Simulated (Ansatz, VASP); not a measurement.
# ZnO: VASP beside Ansatz

```xyz
2
Lattice="1.5088 0.8711 2.4638 -1.5088 0.8711 2.4638 0.0000 -1.7422 2.4638" Properties=species:S:1:pos:R:3 pbc="T T T"
Zn    0.0000    0.0000    0.0000
O     0.0000    0.0000    3.6958
```

Alike in both runs: functional r2SCAN; k mesh 12 × 12 × 12; occupations gaussian, width 0.02 eV; no spin polarisation.

Ansatz relaxed the structure, and its values are those at the end. VASP's run is a single point on that final structure, the one shown.

|  | VASP | Ansatz |
| --- | --- | --- |
| version | VASP 6.6.1 | Ansatz 0.2.0 |
| potentials or method | VASP PAW PBE potentials, release 64 (Zn, O_h), cutoff 910 eV | scalar-relativistic, plane waves, PAW |
| valence electrons in the cell | 18 | 18 |

```tsv
	VASP	Ansatz	Ansatz less VASP
gap on the k mesh at the Fermi level (eV)	1.55	1.57	+0.018
least direct gap on the mesh (eV)	2.99	3.01	+0.019
```

VASP's potentials were made for PBE, not for r2SCAN. With one functional, cell and mesh, what is left measures potentials, basis and numerics.

Noted on VASP's run: the cutoff is short for stress, so the pressure is rough.
